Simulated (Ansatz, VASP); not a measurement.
**Two plane-wave programs on Mg**

```xyz
2
Lattice="3.1440 0.0000 0.0000 -1.5720 2.7228 0.0000 0.0000 0.0000 5.0591" Properties=species:S:1:pos:R:3 pbc="T T T"
Mg    0.0000    1.8152    1.2648
Mg    1.5720    0.9076    3.7943
```

Alike in both runs: functional LDA; k mesh 15 × 15 × 8; occupations fermi-dirac, width 0.15 eV; no spin polarisation.

Ansatz relaxed the structure, and its values are those at the end. VASP's run is a single point on that final structure, the one shown.

|  | VASP | Ansatz |
| --- | --- | --- |
| version | VASP 6.6.1 | Ansatz 0.2.0 |
| potentials or method | VASP PAW LDA potentials, release 64 (Mg), cutoff 520 eV | scalar-relativistic, plane waves, PAW |
| valence electrons in the cell | 4 | 20 |

|  | VASP | Ansatz | Ansatz less VASP |
| --- | --- | --- | --- |
| gap on the k mesh at the Fermi level (eV) | none | none | - |
| pressure (GPa) | -0.3 | 0.0 | +0.33 |

Ansatz warns that its potentials were made for another functional, while VASP's fit it. LDA's correlation is that of Perdew and Zunger in VASP and of Perdew and Wang (1992) in Ansatz. A gap of «none» marks a metal or a gap that the smearing closes. VASP's potentials hold 4 valence electrons a cell and Ansatz's 20, so a difference there can come from the potentials and not from the codes.
